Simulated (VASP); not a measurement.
The system is FeSi3.

```xyz
4
Lattice="4.1248 0.0000 0.0000 0.0000 4.1248 0.0000 0.0000 0.0000 4.1248" Properties=species:S:1:pos:R:3 pbc="T T T"
Fe    0.0000    0.0000    0.0000
Si    2.0624    0.0000    0.0000
Si    0.0000    2.0624    0.0000
Si    0.0000    0.0000    2.0624
```

```yaml
Program: VASP 6.6.1
Task: relaxation of cell and atoms
Functional: PBE
Potentials_or_basis: VASP PAW PBE potentials, release 64 (Fe, Si)
Cutoff: 600 eV
k_mesh: 4 × 4 × 4
Occupations: gaussian, width 0.1 eV
Spin: collinear spin, ferromagnetic start
Starting_moments: "[0.42, 0.0, 0.0, 0.0] μB"
```

At the start: pressure 14.9 GPa; volume 17.54 Å³/atom.

**Question.** How do energy, volume and symmetry change on relaxing?

**Answer.** Over 3 steps the energy falls by 98.8 meV/atom and the volume is 19.98 Å³/atom (+13.9 %); space group Pm-3m (No. 221, to 0.1 Å) before and after; moment 0.00 μB per cell.

Step by step:
```
step  energy change (eV)  largest force (eV/Å)  pressure (GPa)  volume (Å³)
   1              0.0000                0.0000           14.95        70.18
   2             -0.2086                0.0000           -6.65        88.15
   3             -0.3950                0.0000            0.04        79.91
```

Final structure:
```
Fe Si
1.0
     4.30717    0.00000    0.00000
     0.00000    4.30717    0.00000
     0.00000    0.00000    4.30717
Fe Si
1 3
Direct
  0.00000 0.00000 0.00000
  0.50000 0.00000 0.00000
  0.00000 0.50000 0.00000
  0.00000 0.00000 0.50000
```

Caveat: the k points lie up to 0.36 Å⁻¹ apart in the final cell.
